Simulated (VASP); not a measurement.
Ta2NbO2: single point with PBE

Ta2NbO2:

```xyz
5
Lattice="-1.8389 1.8389 4.7161 1.8389 -1.8389 4.7161 1.8389 1.8389 -4.7161" Properties=species:S:1:pos:R:3 pbc="T T T"
Ta    0.0000    0.0000    5.7263
Ta    0.0000    0.0000    3.7059
Nb    0.0000    0.0000    0.0000
O     0.0000    1.8389    2.3580
O     1.8389    0.0000    2.3580
```

```
Program             : VASP 6.6.1
Task                : single point
Functional          : PBE
Potentials or basis : VASP PAW PBE potentials, release 64 (Ta_pv, Nb_sv, O)
Cutoff              : 520 eV
k mesh              : 6 × 6 × 6
Occupations         : gaussian, width 0.1 eV
Spin                : no spin polarisation
```

The pressure is 35.3 GPa and the largest force is 17.002 eV/Å.

Forces on the atoms (eV/Å):
```
Ta    0.000   0.000  17.002
Ta    0.000   0.000 -17.002
Nb    0.000   0.000   0.000
O     0.000   0.000   0.000
O     0.000   0.000   0.000
```

Stress tensor (GPa, compression positive):
```
15.39  0.00  0.00
 0.00 15.39  0.00
 0.00  0.00 75.17
```

Levels at points of the mesh, in eV from the Fermi level:
```tsv
k point	band 20	band 21	band 22	band 23	band 24	band 25	band 26	band 27	band 28	band 29
(0.00, 0.00, 0.00)	-2.81	-1.11	-0.49	-0.25	-0.25	0.59	0.86	0.86	2.26	2.71
(0.50, 0.00, 0.00)	-2.46	-0.71	-0.62	-0.62	0.15	0.33	1.25	1.73	2.62	3.82
(0.50, 0.50, 0.00)	-2.49	-2.40	-1.62	-0.10	0.74	0.75	1.31	1.64	2.09	2.83
(0.50, 0.50, 0.50)	-2.68	-2.46	-0.86	-0.04	-0.04	0.70	0.70	1.14	2.10	2.91
```

It took 2.3 min on 1 thread of AMD EPYC 7R43 64-Core Processor (Zen 3), with other jobs on the host, peak memory 0.22 GiB.

Caveat: the k points lie up to 0.40 Å⁻¹ apart; spin-orbit coupling is left out, which moves the levels of the heavy elements; an odd number of electrons without spin polarisation forces a metal; a magnetic or distorted state may lie lower.
